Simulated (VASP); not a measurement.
# In (I4/mmm) in VASP: a series of runs, part 2 of 2

VASP 6.6.1. Earlier steps stand in the parts before.

## 4. Single point, PBE (30.24 Å³/atom)

This run uses another cell than the first one, of 30.24 Å³/atom.

Contents of INCAR:

```
SYSTEM = In
PREC = Accurate ; ENCUT = 520
EDIFF = 1E-6 ; ISMEAR = 0
SIGMA = 0.1 ; LREAL = .FALSE.
LASPH = .TRUE. ; NELM = 60
ALGO = Fast ; ISIF = 2
LWAVE = .FALSE. ; LCHARG = .FALSE.
GGA = PE ; NBANDS = 12
```

Contents of KPOINTS:

```
Automatic mesh
0
G
  18 18 18
  0 0 0
```

Contents of POSCAR:

```
In
1.0
   -1.7498151700      1.7498151700      2.4694725103
    1.7498151700     -1.7498151700      2.4694725103
    1.7498151700      1.7498151700     -2.4694725103
In
1
Direct
    0.0000000000      0.0000000000      0.0000000000
```

Potentials or basis: VASP PAW PBE potentials, release 64 (In_d).

Run with:

```
> cat potpaw_PBE.64/In_d/POTCAR > POTCAR
> mpirun -np 1 vasp_std > vasp.out
```

OUTCAR:

```text
SYSTEM = In
   PREC = Accurate
   ENCUT = 520
   EDIFF = 1E-6
   ISMEAR = 0
   LREAL = .FALSE.
   LASPH = .TRUE.
   NELM = 60
   ISIF = 2
   GGA = PE

 ion  position               nearest neighbor table
   1  0.000  0.000  0.000-

  LATTYP: Found a body centered tetragonal cell.
 ALAT       =     3.4996303400
 C/A-ratio  =     1.4112762037

  Lattice vectors:

 A1 = (  -1.7498151700,   1.7498151700,   2.4694725103)
 A2 = (   1.7498151700,  -1.7498151700,   2.4694725103)
 A3 = (   1.7498151700,   1.7498151700,  -2.4694725103)

Analysis of symmetry for initial positions (statically):
=====================================================================
 Subroutine PRICEL returns:
 Original cell was already a primitive cell.

 Routine SETGRP: Setting up the symmetry group for a
 body centered tetragonal supercell.

 Subroutine GETGRP returns: Found 16 space group operations
 (whereof 16 operations were pure point group operations)
 out of a pool of 16 trial point group operations.

The static configuration has the point symmetry D_4h.

Analysis of symmetry for dynamics (positions and initial velocities):
[... 172 lines left out ...]
      5      -8.4165      2.00000
      6      -2.6198      2.00000
      7      15.2846      0.00000
      8      15.2887      0.00000
      9      15.2887      0.00000
     10      17.1787      0.00000
     11      18.8325      0.00000
     12      18.8373      0.00000
[... 331 lines left out ...]
 k-point    24 :      -0.2222    0.0556    0.0000
  band No.  band energies     occupation
      1      -8.5417      2.00000
      2      -8.4997      2.00000
      3      -8.4953      2.00000
      4      -8.4211      2.00000
      5      -8.3925      2.00000
      6      -1.7526      2.00000
      7      10.1671      0.00000
      8      13.6559      0.00000
      9      14.4235      0.00000
     10      16.7341      0.00000
     11      18.3859      0.00000
     12      19.7025      0.00000

 [... further k-points ...]

------------------------ aborting loop because EDIFF is reached ----------------------------------------

  FORCE on cell =-STRESS in cart. coord.  units (eV):
  Direction    XX          YY          ZZ          XY          YZ          ZX
  --------------------------------------------------------------------------------------
  -------------------------------------------------------------------------------------
  Total       -0.5200425     -0.5200425     -0.5141419      0.0000000      0.0000000      0.0000000
  in kB      -27.5486868    -27.5486868    -27.2361050      0.0000000      0.0000000      0.0000000
  external PRESSURE =     -27.4444929 kB  Pullay stress =       0.0000000 kB

 VOLUME and BASIS-vectors are now :
 -----------------------------------------------------------------------------
  energy-cutoff  :      520.00
  volume of cell :       30.24
      direct lattice vectors                 reciprocal lattice vectors
    -1.749815170  1.749815170  2.469472510     0.000000000  0.285744465  0.202472390
     1.749815170 -1.749815170  2.469472510     0.285744465  0.000000000  0.202472390
     1.749815170  1.749815170 -2.469472510     0.285744465  0.285744465  0.000000000

 POSITION                                       TOTAL-FORCE (eV/Angst)
 -----------------------------------------------------------------------------------
      0.00000      0.00000      0.00000        -0.000000     -0.000000      0.000000
 -----------------------------------------------------------------------------------
    total drift:                                0.000000      0.000000      0.000000

  FREE ENERGIE OF THE ION-ELECTRON SYSTEM (eV)
  ---------------------------------------------------
  free  energy   TOTEN  =        -2.5371604433 eV

  energy  without entropy=       -2.5347474462  energy(sigma->0) =       -2.53595394
```

It took 2.8 min on 1 thread of AMD EPYC 7R43 (Zen 3), shared host; peak memory 0.25 GiB.

Results:

```yaml
Free_energy: -2.5372 eV
Pressure: -2.7 GPa
Band_gap_on_the_k_mesh: zero (an odd number of electrons rules out a gap without spin polarisation)
```

Levels at points of the mesh, in eV from the Fermi level:
| k point | band 3 | band 4 | band 5 | band 6 | band 7 | band 8 | band 9 | band 10 |
| --- | --- | --- | --- | --- | --- | --- | --- | --- |
| (0.00, 0.00, 0.00) | -14.51 | -14.40 | -14.40 | -8.60 | 9.30 | 9.31 | 9.31 | 11.20 |
| (0.50, 0.00, 0.00) | -14.51 | -14.29 | -14.29 | -4.24 | -2.78 | 7.43 | 7.47 | 10.53 |
| (0.50, 0.50, 0.00) | -14.30 | -14.27 | -14.27 | -2.37 | -1.77 | 3.73 | 3.75 | 6.67 |
| (0.50, 0.50, 0.50) | -14.30 | -14.27 | -14.27 | -2.34 | -1.76 | 3.72 | 3.72 | 6.65 |

Caveat: spin-orbit coupling is left out, which moves the levels of the heavy elements.

## 5. Summary

```csv
cell,gap on the mesh (eV),pressure (GPa)
"a = 3.245 Å, angles 119.9, 119.9, 90.1°, 1 atom",none,6.3
"a = 3.282 Å, angles 119.9, 119.9, 90.1°, 1 atom",none,4.2
"a = 3.496 Å, angles 119.9, 119.9, 90.1°, 1 atom",none,-2.7
```

Alike in all rows: task single point; level PBE; potentials or basis VASP PAW PBE potentials, release 64 (In_d); no spin polarisation; k mesh 18 × 18 × 18; cutoff (eV) 520; smearing gaussian 0.1 eV.

Caveats: spin-orbit coupling is left out, which moves the levels of the heavy elements; the cell stands under pressure (at least some runs).

Total energies depend on the potentials used, so only differences within one code and one set of settings carry meaning.
